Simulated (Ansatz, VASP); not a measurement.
## Two plane-wave programs on LiF

```
Li F
1.0
     0.00000    1.99464    1.99464
     1.99464    0.00000    1.99464
     1.99464    1.99464    0.00000
Li F
1 1
Cartesian
  0.0000 0.0000 0.0000
  1.9946 1.9946 1.9946
```

Alike in both runs: task relaxation of the atoms; functional r2SCAN; k mesh 12 × 12 × 12; occupations fermi-dirac, width 0.02 eV; no spin polarisation.

```csv
,VASP,Ansatz
version,VASP 6.6.1,Ansatz 0.2.0
potentials or method,"VASP PAW PBE potentials, release 64 (Li_sv, F), cutoff 520 eV",PAW plane waves
valence electrons in the cell,10,10
```

|  | VASP | Ansatz | Ansatz less VASP |
| --- | --- | --- | --- |
| gap on the k mesh at the Fermi level, each at its own relaxed structure (eV) | 10.56 | 10.34 | -0.213 |

VASP's potentials were made for PBE, not for r2SCAN. Ansatz's warnings: stress scf threshold loose.

Noted on VASP's run: the cutoff is under 1.25 times that of the potentials, so the pressure is a little rough; the relaxation stopped at its first step, so nothing moved.
